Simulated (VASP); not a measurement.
Wanted: the native input for a VASP 6.6.1 run.

| Item | Value |
| --- | --- |
| Task | relaxation of cell and atoms |
| Functional | PBE |
| Potentials or basis | VASP PAW PBE potentials, release 64 (Pr_3, Be, Si), 4f in core |
| Cutoff | 600 eV |
| k mesh | 5 × 5 × 5 |
| Occupations | gaussian, width 0.2 eV |
| Spin | no spin polarisation |
| Dipole correction | no |
| Further INCAR settings | ALGO = Normal; EDIFF = 1e-07; IBRION = 2; EDIFFG = -0.08; NSW = 36; ISIF = 3 |

The structure of PrBe3Si lies in POSCAR:

```
PrBe3Si
1.0
    2.2115863200      1.2768599600      3.8189209300
   -2.2115863200      1.2768599600      3.8189209300
    0.0000000000     -2.5537199200      3.8189209300
Pr Be Si
1 3 1
Direct
    0.5000000000      0.5000000000      0.5000000000
    0.5650416200      0.4349583800      0.0000000000
    0.0000000000      0.5650416200      0.4349583800
    0.4349583800      0.0000000000      0.5650416200
    0.0000000000      0.0000000000      0.0000000000
```

The cell was generated, and may not be a known phase.

The input as run:

INCAR

```
  PREC = Accurate
  ENCUT = 600
  EDIFF = 1E-7
  ISMEAR = 0
  SIGMA = 0.2
  LREAL = F
  LASPH = T
  NELM = 200
  ALGO = Normal
  ISIF = 3
  LWAVE = F
  LCHARG = F
  GGA = PE
  IBRION = 2
  NSW = 36
  EDIFFG = -0.08
  GGA_COMPAT = F
  NELMIN = 4
  LMAXMIX = 6
```

KPOINTS

```
Automatic mesh
0
Gamma
  5 5 5
```

Potentials or basis: VASP PAW PBE potentials, release 64 (Pr_3, Be, Si), 4f in core.

The run is started by

```console
$ cat potpaw_PBE.64/Pr_3/POTCAR potpaw_PBE.64/Be/POTCAR potpaw_PBE.64/Si/POTCAR > POTCAR
$ mpirun -np 1 vasp_std > vasp.out
```

It gave:

The relaxed volume is 17.32 Å³/atom, the relaxed cell is a = 5.948 Å, b = 5.948 Å, c = 5.948 Å, α = 42.39°, β = 42.39°, γ = 42.39° and the space group after relaxing (to 0.1 Å) is R-3m (No. 166). The energy gained by relaxing is 1186.0 meV/atom and the ionic steps are 10. The pressure after relaxing is -0.1 GPa. The largest force after relaxing is 0.046 eV/Å and the band gap on the k mesh is zero (an odd number of electrons rules out a gap without spin polarisation).

Caveat: the volume moved by over 15 % at a fixed basis, so the end points are rough; spin-orbit coupling is left out, which moves the levels of the heavy elements; the 4f electrons are frozen in the core, so they carry no moment and show no levels; the relaxation stopped at a loose force limit of 0.08 eV/Å, so its end isn't a converged minimum.

Wall time 2.3 min on 1 thread of Intel(R) Xeon(R) 6975P-C (Granite Rapids), with other jobs on the host, peak memory 0.26 GiB.
